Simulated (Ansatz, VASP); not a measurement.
**B in VASP and in Ansatz**

```
B
1.0
    -0.96255    0.96255    0.96255
     0.96255   -0.96255    0.96255
     0.96255    0.96255   -0.96255
B
1
Direct
  0.00000 0.00000 0.00000
```

Alike in both runs: task single point; functional PBE; k mesh 22 × 22 × 22; occupations fermi-dirac, width 0.1 eV; non-collinear spin, spin-orbit coupling.

|  | VASP | Ansatz |
| --- | --- | --- |
| version | VASP 6.6.1 | Ansatz 0.2.0 |
| potentials or method | VASP PAW PBE potentials, release 64 (B) | norm-conserving pseudopotentials, scalar-relativistic |
| plane-wave cutoff (eV) | 500 | 420 |
| valence electrons in the cell | 3 | 3 |

|  | VASP | Ansatz | Ansatz less VASP |
| --- | --- | --- | --- |
| net moment per atom (μB) | 0.00 | 0.00 | 0.000 |

The functional is the same, so the differences come from potentials, cutoffs and numerics.
